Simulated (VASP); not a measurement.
# AlN (Fm-3m) in VASP: further runs

Runs on AlN. Level: r2SCAN. Tasks: single point, relaxation of cell and atoms.

Program: VASP 6.6.1. These are calculated values, not measurements. Logs are shortened: lines on timing, memory, paths and dates and some standing lists are left out, and cuts for length are marked.

## Step 1: The cell of the first run

The structure is cubic, space group Fm-3m (No. 225). Conventional cell: a = 4.117 Å, b = 4.117 Å, c = 4.117 Å, α = 90.00°, β = 90.00°, γ = 90.00°. Within 2.7 Å of Al (site symmetry m-3m) lie 6 N at 2.06 Å. Within 2.7 Å of N (site symmetry m-3m) lie 6 Al at 2.06 Å.

## Step 2: Single point, r2SCAN (volume scaled by 1.06)

Contents of POSCAR:

```
AlN
1.0
    0.0000000000      2.0584642327      2.0584642327
    2.0584642327      0.0000000000      2.0584642327
    2.0584642327      2.0584642327      0.0000000000
Al N
1 1
Direct
    0.5000000000      0.5000000000      0.5000000000
    0.0000000000      0.0000000000      0.0000000000
```

Contents of INCAR.step1:

```
SYSTEM = AlN
ALGO = Normal ; EDIFF = 1E-4
ENCUT = 520 ; GGA = PE
ISMEAR = 0 ; LASPH = .True.
LCHARG = .False. ; LREAL = .False.
LWAVE = .True. ; NBANDS = 11
NELM = 100 ; PREC = Accurate
SIGMA = 0.02
```

Contents of INCAR.step2:

```
SYSTEM = AlN
ALGO = Normal ; EDIFF = 1E-6
ENCUT = 520 ; ISIF = 2
ISMEAR = 0 ; ISTART = 1
LASPH = .True. ; LCHARG = .False.
LMIXTAU = .True. ; LREAL = .False.
LWAVE = .False. ; METAGGA = R2SCAN
NBANDS = 11 ; NELM = 100
PREC = Accurate ; SIGMA = 0.02
```

Contents of KPOINTS:

```
k-points
0
Gamma
  10 10 10
  0 0 0
```

Potentials or basis: VASP PAW PBE potentials, release 64 (Al, N).

Started as:

```sh
$ cat potpaw_PBE.64/Al/POTCAR potpaw_PBE.64/N/POTCAR > POTCAR
$ cp INCAR.step1 INCAR
$ mpirun -np 1 vasp_std > vasp.out
$ cp INCAR.step2 INCAR
$ mpirun -np 1 vasp_std > vasp.out
```

OUTCAR:

```text
SYSTEM = AlN
   EDIFF = 1E-6
   ENCUT = 520
   ISIF = 2
   ISMEAR = 0
   ISTART = 1
   LASPH = .True.
   LREAL = .False.
   METAGGA = R2SCAN
   NELM = 100
   PREC = Accurate

 ion  position               nearest neighbor table
   1  0.500  0.500  0.500-   2 2.06   2 2.06   2 2.06   2 2.06   2 2.06   2 2.06
   2  0.000  0.000  0.000-   1 2.06   1 2.06   1 2.06   1 2.06   1 2.06   1 2.06

  LATTYP: Found a face centered cubic cell.
 ALAT       =     4.1169284654

  Lattice vectors:

 A1 = (   0.0000000000,   2.0584642327,   2.0584642327)
 A2 = (   2.0584642327,   0.0000000000,   2.0584642327)
 A3 = (   2.0584642327,   2.0584642327,   0.0000000000)

Analysis of symmetry for initial positions (statically):
=====================================================================
 Subroutine PRICEL returns:
 Original cell was already a primitive cell.

 Routine SETGRP: Setting up the symmetry group for a
 face centered cubic supercell.

 Subroutine GETGRP returns: Found 48 space group operations
 (whereof 48 operations were pure point group operations)
 out of a pool of 48 trial point group operations.

The static configuration has the point symmetry O_h .

Analysis of symmetry for dynamics (positions and initial velocities):
=====================================================================
 Subroutine PRICEL returns:
 Original cell was already a primitive cell.

 Routine SETGRP: Setting up the symmetry group for a
 face centered cubic supercell.

 Subroutine GETGRP returns: Found 48 space group operations
 (whereof 48 operations were pure point group operations)
 out of a pool of 48 trial point group operations.

The dynamic configuration has the point symmetry O_h .

 Subroutine INISYM returns: Found 48 space group operations
 (whereof 48 operations are pure point group operations),
 and found     1 'primitive' translations

----------------------------------------------------------------------------------------

                                     Primitive cell

  volume of cell :      17.4446

  direct lattice vectors                    reciprocal lattice vectors
     0.000000000  2.058464233  2.058464233    -0.242899533  0.242899533  0.242899533
     2.058464233  0.000000000  2.058464233     0.242899533 -0.242899533  0.242899533
     2.058464233  2.058464233  0.000000000     0.242899533  0.242899533 -0.242899533

  length of vectors
     2.911108036  2.911108036  2.911108036     0.420714332  0.420714332  0.420714332

  position of ions in fractional coordinates (direct lattice)
     0.500000000  0.500000000  0.500000000
     0.000000000  0.000000000  0.000000000

  ion indices of the primitive-cell ions
   primitive index   ion index
                 1           1
                 2           2

----------------------------------------------------------------------------------------

 KPOINTS: k-points

Automatic generation of k-mesh.
 Grid dimensions read from file:
 generate k-points for:   10   10   10

 Generating k-lattice:

  Cartesian coordinates                     Fractional coordinates (reciprocal lattice)
    -0.024289953  0.024289953  0.024289953     0.100000000  0.000000000  0.000000000
     0.024289953 -0.024289953  0.024289953     0.000000000  0.100000000  0.000000000
     0.024289953  0.024289953 -0.024289953     0.000000000  0.000000000  0.100000000

  Length of vectors
     0.042071433  0.042071433  0.042071433

  Shift w.r.t. Gamma in fractional coordinates (k-lattice)
     0.000000000  0.000000000  0.000000000

 Subroutine IBZKPT returns following result:
 ===========================================

 Found     47 irreducible k-points:

 Following reciprocal coordinates:
            Coordinates               Weight
  0.000000  0.000000  0.000000      1.000000
  0.100000  0.000000  0.000000      8.000000
  0.200000  0.000000  0.000000      8.000000
  0.300000  0.000000  0.000000      8.000000
  0.400000  0.000000  0.000000      8.000000
  0.500000  0.000000  0.000000      4.000000
[... 16 lines left out ...]
  0.300000  0.300000  0.000000      6.000000
  0.400000  0.300000  0.000000     24.000000
 [... further k-points ...]
   k-points           NKPTS =     47   k-points in BZ     NKDIM =     47   number of bands    NBANDS=     11
   number of dos      NEDOS =    301   number of ions     NIONS =      2
   total plane-waves  NPLWV =  13824
   dimension x,y,z NGX =    24 NGY =   24 NGZ =   24
   dimension x,y,z NGXF=    48 NGYF=   48 NGZF=   48
   ions per type =               1   1
   NGX,Y,Z   is equivalent  to a cutoff of  13.71, 13.71, 13.71 a.u.
   NGXF,Y,Z  is equivalent  to a cutoff of  27.41, 27.41, 27.41 a.u.
 SYSTEM =  AlN
   PREC   = accura    normal or accurate (medium, high low for compatibility)
   ISTART =      1    job   : 0-new  1-cont  2-samecut
   ICHARG =      0    charge: 1-file 2-atom 10-const
   ISPIN  =      1    spin polarized calculation?
   LNONCOLLINEAR =      F non collinear calculations
   LSORBIT =      F    spin-orbit coupling
   LASPH  =      T    aspherical Exc in radial PAW
   ENCUT  =  520.0 eV  38.22 Ry    6.18 a.u.   5.41  5.41  5.41*2*pi/ulx,y,z
   NELM   =    100;   NELMIN=  2; NELMDL=  0     # of ELM steps
   EDIFF  = 0.1E-05   stopping-criterion for ELM
   LREAL  =      F    real-space projection
   EDIFFG = 0.1E-04   stopping-criterion for IOM
   NSW    =      0    number of steps for IOM
   IBRION =     -1    ionic relax: 0-MD 1-quasi-New 2-CG
   NFREE  =      0    steps in history (QN), initial steepest desc. (CG)
   ISIF   =      2    stress and relaxation
   ISYM   =      2    0-nonsym 1-usesym 2-fastsym
   POTIM  = 0.5000    time-step for ionic-motion
   TEBEG  =    0.0;   TEEND  =   0.0 temperature during run
   PSTRESS=    0.0 pullay stress
   NELECT =       8.0000    total number of electrons
   NUPDOWN=      -1.0000    fix difference up-down
   EMIN   =  10.00;   EMAX   =-10.00  energy-range for DOS
   EFERMI =   0.00;   METHOD = LEGACY
   ISMEAR =     0;   SIGMA  =   0.02  broadening in eV -4-tet -1-fermi 0-gaus
   EFERMI_NEDOS =   21; number of points for ismear=-14 and -15
   IALGO  =     38    algorithm
   IMIX   =      4    mixing-type and parameters
     AMIX     =   0.40;   BMIX     =  1.00
     AMIX_MAG =   1.60;   BMIX_MAG =  1.00
  volume/ion in A,a.u.               =       8.72        58.86
  Fermi-wavevector in a.u.,A,eV,Ry     =   1.262462  2.385706 21.685091  1.593809
  Thomas-Fermi vector in A             =   2.395869
   LORBIT       =      0    0 simple, 1 ext, 2 COOP (PROOUT), +10 PAW based schemes
   METAGGA = R2SCAN    functional components
   LHFCALC =     F    Hartree Fock is set to
   AEXX    =    0.0000 exact exchange contribution
   IVDW    =     0    specifies the selected vdW correction
   LEPSILON=     F    determine dielectric tensor
   LRPA    =     F    only Hartree local field effects (RPA)
 non-spin polarized calculation
 Gauss-broadening in eV      SIGMA  =   0.02
  energy-cutoff  :      520.00
  volume of cell :       17.44
 maximum number of plane-waves:       495
 NGX is ok and might be reduce to    24
   NGX = 11   NGY = 11   NGZ = 11

 number of electron       8.0000001 magnetization

 Free energy of the ion-electron system (eV)
  ---------------------------------------------------
  ext. energy  EPLUGINS =         0.00000000
  ---------------------------------------------------
  free energy    TOTEN  =       -18.84671795 eV

  energy without entropy =      -18.84671795  energy(sigma->0) =      -18.84671795

 E-fermi :   9.3132     XC(G=0): -12.6118

 val. band max:        9.0937058655   @ k =   0.0000   0.0000   0.0000
 cond. band min:      14.0405470597   @ k =   0.5000   0.5000   0.0000
 fundamental gap:      4.9468411942
 Fermi energy:         9.3132065569

 k-point     1 :       0.0000    0.0000    0.0000
  band No.  band energies     occupation
      1      -8.8204      2.00000
      2       9.0937      2.00000
      3       9.0937      2.00000
      4       9.0937      2.00000
      5      14.8172      0.00000
      6      21.8194      0.00000
      7      21.8194      0.00000
      8      21.8194      0.00000
      9      27.2510      0.00000
     10      27.2510      0.00000
     11      27.4600      0.00000

 k-point     2 :       0.1000    0.0000    0.0000
  band No.  band energies     occupation
      1      -8.6230      2.00000
      2       8.0683      2.00000
      3       8.9741      2.00000
      4       8.9741      2.00000
      5      15.4847      0.00000
      6      20.9900      0.00000
      7      22.1138      0.00000
      8      22.1138      0.00000
      9      25.7485      0.00000
     10      25.7485      0.00000
     11      28.0587      0.00000

 k-point     3 :       0.2000    0.0000    0.0000
  band No.  band energies     occupation
      1      -8.0510      2.00000
      2       5.9380      2.00000
      3       8.6844      2.00000
      4       8.6844      2.00000
      5      16.2643      0.00000
      6      20.4637      0.00000
      7      22.2459      0.00000
      8      22.2459      0.00000
      9      25.2207      0.00000
     10      25.2207      0.00000
     11      27.3284      0.00000

 k-point     4 :       0.3000    0.0000    0.0000
  band No.  band energies     occupation
      1      -7.1867      2.00000
      2       3.6568      2.00000
      3       8.3617      2.00000
      4       8.3617      2.00000
      5      16.1389      0.00000
      6      21.3331      0.00000
      7      21.4680      0.00000
      8      21.4680      0.00000
      9      26.5231      0.00000
     10      26.7756      0.00000
     11      26.7756      0.00000

 k-point     5 :       0.4000    0.0000    0.0000
  band No.  band energies     occupation
      1      -6.2560      2.00000
      2       1.7855      2.00000
      3       8.1233      2.00000
      4       8.1233      2.00000
      5      15.7906      0.00000
      6      20.7871      0.00000
      7      20.7871      0.00000
      8      22.4498      0.00000
      9      26.0514      0.00000
     10      29.0670      0.00000
     11      29.0670      0.00000
[... 211 lines left out ...]
 k-point    21 :      -0.3000    0.2000    0.0000
  band No.  band energies     occupation
      1      -6.0529      2.00000
      2       2.8233      2.00000
      3       5.5448      2.00000
      4       7.9911      2.00000
      5      17.7651      0.00000
      6      19.4631      0.00000
      7      21.0657      0.00000
      8      21.8736      0.00000
      9      26.7135      0.00000
     10      29.0041      0.00000
     11      30.5271      0.00000

 k-point    22 :      -0.2000    0.2000    0.0000
  band No.  band energies     occupation
      1      -6.9075      2.00000
      2       4.1504      2.00000
      3       6.2659      2.00000
      4       8.4232      2.00000
      5      18.0732      0.00000
      6      19.7554      0.00000
      7      20.3418      0.00000
      8      22.0808      0.00000
      9      24.7046      0.00000
     10      28.8784      0.00000
     11      30.2675      0.00000

 k-point    23 :       0.3000    0.3000    0.0000
  band No.  band energies     occupation
      1      -6.6767      2.00000
      2       4.2848      2.00000
      3       7.1091      2.00000
      4       7.1091      2.00000
      5      16.2858      0.00000
      6      16.5441      0.00000
      7      21.3134      0.00000
      8      25.2785      0.00000
      9      25.2785      0.00000
     10      29.9871      0.00000
     11      33.8570      0.00000

 k-point    24 :       0.4000    0.3000    0.0000
  band No.  band energies     occupation
      1      -5.9811      2.00000
      2       3.3004      2.00000
      3       6.3709      2.00000
      4       6.8533      2.00000
      5      15.6713      0.00000
      6      16.6493      0.00000
      7      21.7990      0.00000
      8      25.2169      0.00000
      9      26.0175      0.00000
     10      31.3468      0.00000
     11      34.5653      0.00000

 [... further k-points ...]

------------------------ aborting loop because EDIFF is reached ----------------------------------------

  FORCE on cell =-STRESS in cart. coord.  units (eV):
  Direction    XX          YY          ZZ          XY          YZ          ZX
  --------------------------------------------------------------------------------------
  -------------------------------------------------------------------------------------
  Total       -1.6447801     -1.6447801     -1.6447801      0.0000000      0.0000000     -0.0000000
  in kB     -151.0631209   -151.0631209   -151.0631209      0.0000000      0.0000000     -0.0000000
  external PRESSURE =    -151.0631209 kB  Pullay stress =       0.0000000 kB

 VOLUME and BASIS-vectors are now :
 -----------------------------------------------------------------------------
  energy-cutoff  :      520.00
  volume of cell :       17.44
      direct lattice vectors                 reciprocal lattice vectors
     0.000000000  2.058464233  2.058464233    -0.242899533  0.242899533  0.242899533
     2.058464233  0.000000000  2.058464233     0.242899533 -0.242899533  0.242899533
     2.058464233  2.058464233  0.000000000     0.242899533  0.242899533 -0.242899533

 POSITION                                       TOTAL-FORCE (eV/Angst)
 -----------------------------------------------------------------------------------
      2.05846      2.05846      2.05846         0.000000     -0.000000     -0.000000
      0.00000      0.00000      0.00000        -0.000000      0.000000      0.000000
 -----------------------------------------------------------------------------------
    total drift:                                0.000000     -0.000000     -0.000000

  FREE ENERGIE OF THE ION-ELECTRON SYSTEM (eV)
  ---------------------------------------------------
  free  energy   TOTEN  =       -18.8467179490 eV

  energy  without entropy=      -18.8467179490  energy(sigma->0) =      -18.84671795
```

It took 27 s on 1 thread of Intel Xeon Platinum 8259CL at 2.50GHz (Skylake/Cascade Lake), shared host; peak memory 0.14 GiB.

What came out:

```
Free energy            : -18.8467 eV
Pressure               : -15.1 GPa
Band gap on the k mesh : 4.95 eV, indirect (least direct gap 5.72 eV)
```

Caveat: the PAW data sets were made with another functional, which shifts forces and pressure a little.

(Continued in part 2 of 2.)
